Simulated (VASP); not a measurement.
# Se (Fm-3m) in VASP: a series of runs

Runs on Se. Level: LDA. Tasks: single point.

All numbers are computed with VASP 6.6.1; they aren't measurements. Logs are shortened: lines on timing, memory, paths and dates and some standing lists are left out, and cuts for length are marked.

## 1. The cell of the first run

The structure is cubic, space group Fm-3m (No. 225). The conventional cell has a = 4.234 Å, b = 4.234 Å, c = 4.234 Å, α = 90.00°, β = 90.00°, γ = 90.00°. Within 3.9 Å of Se (site symmetry m-3m) lie 12 Se at 2.99 Å.

## 2. Single point, LDA

Contents of INCAR:

```
SYSTEM = Se
ALGO     = Normal         ! electronic algorithm
EDIFF    = 1E-6           ! SCF threshold, eV
ENCUT    = 520            ! plane-wave cutoff, eV
GGA      = CA             ! functional
ISIF     = 2              ! what is computed and relaxed
ISMEAR   = -1             ! smearing method
LASPH    = .True.         ! aspherical terms in the spheres
LCHARG   = .True.         ! write CHGCAR
LELF     = .True.         ! ELF
LREAL    = .False.        ! projectors in reciprocal space
LVHAR    = .True.       
LWAVE    = .False.        ! write WAVECAR
NBANDS   = 9              ! bands
NELM     = 60             ! most SCF steps
PREC     = Accurate       ! precision mode
SIGMA    = 0.1            ! smearing width, eV
```

Contents of KPOINTS:

```
k-points
0
Gamma
  12 12 12
  0 0 0
```

Contents of POSCAR:

```
Se
1.0
    0.0000000000      2.1170111064      2.1170111064
    2.1170111064      0.0000000000      2.1170111064
    2.1170111064      2.1170111064      0.0000000000
Se
1
Direct
    0.0000000000      0.0000000000      0.0000000000
```

Potentials or basis: VASP PAW LDA potentials, release 64 (Se).

The run is started by

```bash
cat potpaw_LDA.64/Se/POTCAR > POTCAR
mpirun -np 1 vasp_std > vasp.out
```

OUTCAR:

```text
SYSTEM = Se
   EDIFF = 1E-6
   ENCUT = 520
   GGA = CA
   ISIF = 2
   ISMEAR = -1
   LASPH = .True.
   LREAL = .False.
   NELM = 60
   PREC = Accurate

 ion  position               nearest neighbor table
   1  0.000  0.000  0.000-

  LATTYP: Found a face centered cubic cell.
 ALAT       =     4.2340222128

  Lattice vectors:

 A1 = (   0.0000000000,   2.1170111064,   2.1170111064)
 A2 = (   2.1170111064,   0.0000000000,   2.1170111064)
 A3 = (   2.1170111064,   2.1170111064,   0.0000000000)

Analysis of symmetry for initial positions (statically):
=====================================================================
 Subroutine PRICEL returns:
 Original cell was already a primitive cell.

 Routine SETGRP: Setting up the symmetry group for a
 face centered cubic supercell.

 Subroutine GETGRP returns: Found 48 space group operations
 (whereof 48 operations were pure point group operations)
 out of a pool of 48 trial point group operations.

The static configuration has the point symmetry O_h .

Analysis of symmetry for dynamics (positions and initial velocities):
=====================================================================
 Subroutine PRICEL returns:
 Original cell was already a primitive cell.

 Routine SETGRP: Setting up the symmetry group for a
 face centered cubic supercell.

 Subroutine GETGRP returns: Found 48 space group operations
 (whereof 48 operations were pure point group operations)
 out of a pool of 48 trial point group operations.

The dynamic configuration has the point symmetry O_h .

 Subroutine INISYM returns: Found 48 space group operations
 (whereof 48 operations are pure point group operations),
 and found     1 'primitive' translations

----------------------------------------------------------------------------------------

                                     Primitive cell

  volume of cell :      18.9758

  direct lattice vectors                    reciprocal lattice vectors
     0.000000000  2.117011106  2.117011106    -0.236182039  0.236182039  0.236182039
     2.117011106  0.000000000  2.117011106     0.236182039 -0.236182039  0.236182039
     2.117011106  2.117011106  0.000000000     0.236182039  0.236182039 -0.236182039

  length of vectors
     2.993905818  2.993905818  2.993905818     0.409079292  0.409079292  0.409079292

  position of ions in fractional coordinates (direct lattice)
     0.000000000  0.000000000  0.000000000

  ion indices of the primitive-cell ions
   primitive index   ion index
                 1           1

----------------------------------------------------------------------------------------

 KPOINTS: k-points

Automatic generation of k-mesh.
 Grid dimensions read from file:
 generate k-points for:   12   12   12

 Generating k-lattice:

  Cartesian coordinates                     Fractional coordinates (reciprocal lattice)
    -0.019681837  0.019681837  0.019681837     0.083333333  0.000000000  0.000000000
     0.019681837 -0.019681837  0.019681837     0.000000000  0.083333333  0.000000000
     0.019681837  0.019681837 -0.019681837     0.000000000  0.000000000  0.083333333

  Length of vectors
     0.034089941  0.034089941  0.034089941

  Shift w.r.t. Gamma in fractional coordinates (k-lattice)
     0.000000000  0.000000000  0.000000000

 Subroutine IBZKPT returns following result:
 ===========================================

 Found     72 irreducible k-points:

 Following reciprocal coordinates:
            Coordinates               Weight
  0.000000  0.000000  0.000000      1.000000
  0.083333  0.000000  0.000000      8.000000
  0.166667  0.000000  0.000000      8.000000
  0.250000  0.000000  0.000000      8.000000
  0.333333  0.000000  0.000000      8.000000
  0.416667  0.000000  0.000000      8.000000
[... 16 lines left out ...]
  0.500000  0.166667  0.000000     24.000000
 -0.416667  0.166667  0.000000     24.000000
 [... further k-points ...]
   k-points           NKPTS =     72   k-points in BZ     NKDIM =     72   number of bands    NBANDS=      9
   number of dos      NEDOS =    301   number of ions     NIONS =      1
   total plane-waves  NPLWV =  13824
   dimension x,y,z NGX =    24 NGY =   24 NGZ =   24
   dimension x,y,z NGXF=    48 NGYF=   48 NGZF=   48
   ions per type =               1
   NGX,Y,Z   is equivalent  to a cutoff of  13.33, 13.33, 13.33 a.u.
   NGXF,Y,Z  is equivalent  to a cutoff of  26.65, 26.65, 26.65 a.u.
 SYSTEM =  Se
   PREC   = accura    normal or accurate (medium, high low for compatibility)
   ISTART =      0    job   : 0-new  1-cont  2-samecut
   ICHARG =      2    charge: 1-file 2-atom 10-const
   ISPIN  =      1    spin polarized calculation?
   LNONCOLLINEAR =      F non collinear calculations
   LSORBIT =      F    spin-orbit coupling
   LASPH  =      T    aspherical Exc in radial PAW
   ENCUT  =  520.0 eV  38.22 Ry    6.18 a.u.   5.57  5.57  5.57*2*pi/ulx,y,z
   NELM   =     60;   NELMIN=  2; NELMDL= -5     # of ELM steps
   EDIFF  = 0.1E-05   stopping-criterion for ELM
   LREAL  =      F    real-space projection
   EDIFFG = 0.1E-04   stopping-criterion for IOM
   NSW    =      0    number of steps for IOM
   IBRION =     -1    ionic relax: 0-MD 1-quasi-New 2-CG
   NFREE  =      0    steps in history (QN), initial steepest desc. (CG)
   ISIF   =      2    stress and relaxation
   ISYM   =      2    0-nonsym 1-usesym 2-fastsym
   POTIM  = 0.5000    time-step for ionic-motion
   TEBEG  =    0.0;   TEEND  =   0.0 temperature during run
   PSTRESS=    0.0 pullay stress
   NELECT =       6.0000    total number of electrons
   NUPDOWN=      -1.0000    fix difference up-down
   EMIN   =  10.00;   EMAX   =-10.00  energy-range for DOS
   EFERMI =   0.00;   METHOD = LEGACY
   ISMEAR =    -1;   SIGMA  =   0.10  broadening in eV -4-tet -1-fermi 0-gaus
   EFERMI_NEDOS =   21; number of points for ismear=-14 and -15
   IALGO  =     38    algorithm
   IMIX   =      4    mixing-type and parameters
     AMIX     =   0.40;   BMIX     =  1.00
     AMIX_MAG =   1.60;   BMIX_MAG =  1.00
  volume/ion in A,a.u.               =      18.98       128.05
  Fermi-wavevector in a.u.,A,eV,Ry     =   1.115301  2.107613 16.924239  1.243896
  Thomas-Fermi vector in A             =   2.251904
   LORBIT       =      0    0 simple, 1 ext, 2 COOP (PROOUT), +10 PAW based schemes
   GGA     = CA    functional components
   LHFCALC =     F    Hartree Fock is set to
   AEXX    =    0.0000 exact exchange contribution
   IVDW    =     0    specifies the selected vdW correction
   LEPSILON=     F    determine dielectric tensor
   LRPA    =     F    only Hartree local field effects (RPA)
 non-spin polarized calculation
  energy-cutoff  :      520.00
  volume of cell :       18.98
 maximum number of plane-waves:       532
 NGX is ok and might be reduce to    24
   NGX = 11   NGY = 11   NGZ = 11

 number of electron       6.0000001 magnetization

 Free energy of the ion-electron system (eV)
  ---------------------------------------------------
  ext. energy  EPLUGINS =         0.00000000
  ---------------------------------------------------
  free energy    TOTEN  =        -3.59334040 eV

  energy without entropy =       -3.56433872  energy(sigma->0) =       -3.57883956

 E-fermi :   6.3540     XC(G=0): -11.0868

 val. band max:        6.3190062747   @ k =  -0.1667   0.1667   0.0000
 cond. band min:       6.3744716579   @ k =   0.4167   0.1667   0.0833
 fundamental gap:      0.0554653831
 Fermi energy:         6.3540189317

 k-point     1 :       0.0000    0.0000    0.0000
  band No.  band energies     occupation
      1     -10.3030      2.00000
      2       9.7360      0.00000
      3       9.7360      0.00000
      4       9.7360      0.00000
      5      18.2766      0.00000
      6      18.5562      0.00000
      7      18.5562      0.00000
      8      18.5562      0.00000
      9      21.9905      0.00000

 k-point     2 :       0.0833    0.0000    0.0000
  band No.  band energies     occupation
      1     -10.1537      2.00000
      2       8.6956      0.00000
      3       9.6081      0.00000
      4       9.6081      0.00000
      5      17.7887      0.00000
      6      18.8367      0.00000
      7      18.8367      0.00000
      8      19.1441      0.00000
      9      23.3504      0.00000

 k-point     3 :       0.1667    0.0000    0.0000
  band No.  band energies     occupation
      1      -9.7124      2.00000
      2       6.4472      0.56499
      3       9.2943      0.00000
      4       9.2943      0.00000
      5      16.7643      0.00000
      6      19.3236      0.00000
      7      19.3236      0.00000
      8      20.8665      0.00000
      9      22.5967      0.00000

 k-point     4 :       0.2500    0.0000    0.0000
  band No.  band energies     occupation
      1      -9.0033      2.00000
      2       3.9544      2.00000
      3       8.9294      0.00000
      4       8.9294      0.00000
      5      15.9857      0.00000
      6      19.0551      0.00000
      7      19.0551      0.00000
      8      22.1053      0.00000
      9      23.1894      0.00000
[... 205 lines left out ...]
 k-point    22 :       0.4167    0.1667    0.0000
  band No.  band energies     occupation
      1      -7.3001      2.00000
      2       1.3586      2.00000
      3       6.4639      0.49986
      4       7.2728      0.00020
      5      14.5765      0.00000
      6      17.8979      0.00000
      7      20.5161      0.00000
      8      21.2511      0.00000
      9      25.5950      0.00000

 k-point    23 :       0.5000    0.1667    0.0000
  band No.  band energies     occupation
      1      -6.5013      2.00000
      2      -0.0450      2.00000
      3       5.8544      1.98656
      4       7.3880      0.00006
      5      14.5493      0.00000
      6      18.2239      0.00000
      7      19.7833      0.00000
      8      22.8323      0.00000
      9      25.2732      0.00000

 k-point    24 :      -0.4167    0.1667    0.0000
  band No.  band energies     occupation
      1      -6.3592      2.00000
      2      -0.2632      2.00000
      3       5.4461      1.99977
      4       7.7151      0.00000
      5      14.9078      0.00000
      6      18.2045      0.00000
      7      19.3276      0.00000
      8      24.2163      0.00000
      9      25.6444      0.00000

 [... further k-points ...]
[... 5 lines left out ...]
  --------------------------------------------------------------------------------------
  -------------------------------------------------------------------------------------
  Total        0.0171150      0.0171150      0.0171150      0.0000000      0.0000000      0.0000000
  in kB        1.4450643      1.4450643      1.4450643      0.0000000      0.0000000      0.0000000
  external PRESSURE =       1.4450643 kB  Pullay stress =       0.0000000 kB

 VOLUME and BASIS-vectors are now :
 -----------------------------------------------------------------------------
  energy-cutoff  :      520.00
  volume of cell :       18.98
      direct lattice vectors                 reciprocal lattice vectors
     0.000000000  2.117011106  2.117011106    -0.236182039  0.236182039  0.236182039
     2.117011106  0.000000000  2.117011106     0.236182039 -0.236182039  0.236182039
     2.117011106  2.117011106  0.000000000     0.236182039  0.236182039 -0.236182039

 POSITION                                       TOTAL-FORCE (eV/Angst)
 -----------------------------------------------------------------------------------
      0.00000      0.00000      0.00000         0.000000      0.000000      0.000000
 -----------------------------------------------------------------------------------
    total drift:                               -0.000000     -0.000000     -0.000000

  FREE ENERGIE OF THE ION-ELECTRON SYSTEM (eV)
  ---------------------------------------------------
  free  energy   TOTEN  =        -3.5933403956 eV

  energy  without entropy=       -3.5643387232  energy(sigma->0) =       -3.57883956
```

Wall time 3 s (1 thread of Intel Xeon 6975P-C (Granite Rapids), shared host); peak memory 0.13 GiB.

Results:

| Quantity | Value |
| --- | --- |
| Free energy | -3.5933 eV |
| Pressure | 0.1 GPa |
| Band gap on the k mesh | zero (band 3 reaches 9.74 eV, above the bottom of band 4 at 3.85 eV) |

Levels at points of the mesh, in eV from the Fermi level:
| k point | band 1 | band 2 | band 3 | band 4 | band 5 | band 6 |
| --- | --- | --- | --- | --- | --- | --- |
| (0.00, 0.00, 0.00) | -16.66 | 3.38 | 3.38 | 3.38 | 11.92 | 12.20 |
| (0.50, 0.00, 0.00) | -13.06 | -7.26 | 1.99 | 1.99 | 8.75 | 11.24 |
| (0.50, 0.50, 0.00) | -11.64 | -6.31 | -0.86 | -0.86 | 4.83 | 5.76 |

## 3. Single point, LDA (volume scaled by 0.88)

Contents of INCAR:

```
PREC = Accurate
ENCUT = 520
EDIFF = 1E-6
ISMEAR = -1
SIGMA = 0.1
LREAL = False
LASPH = True
NELM = 100
ALGO = Normal
ISIF = 2
LWAVE = False
LCHARG = False
NBANDS = 9
```

Contents of KPOINTS:

```
Automatic mesh
0
Gamma
  14 14 14
```

Contents of POSCAR:

```
Se
1.0
    0.0000000000      2.0286978106      2.0286978106
    2.0286978106      0.0000000000      2.0286978106
    2.0286978106      2.0286978106      0.0000000000
Se
1
Direct
    0.0000000000      0.0000000000      0.0000000000
```

Potentials or basis: VASP PAW LDA potentials, release 64 (Se).

The run is started by

```bash
cat potpaw_LDA.64/Se/POTCAR > POTCAR
mpirun -np 1 vasp_std > vasp.out
```

Wall time 3.7 s (1 thread of Intel Xeon 6975P-C (Granite Rapids), shared host); peak memory 0.13 GiB.

The run converged. Its results:

```yaml
Free_energy: -3.5002 eV
Pressure: 14.5 GPa
Band_gap_on_the_k_mesh: zero (band 3 reaches 12.29 eV, above the bottom of band 4 at 5.11 eV)
```

Levels at points of the mesh, in eV from the Fermi level:
```tsv
k point	band 1	band 2	band 3	band 4	band 5	band 6
(0.00, 0.00, 0.00)	-17.99	4.14	4.14	4.14	12.46	12.46
(0.50, 0.00, 0.00)	-13.57	-8.44	2.44	2.44	9.35	11.38
(0.50, 0.50, 0.00)	-11.74	-7.34	-1.01	-1.01	4.59	5.34
```
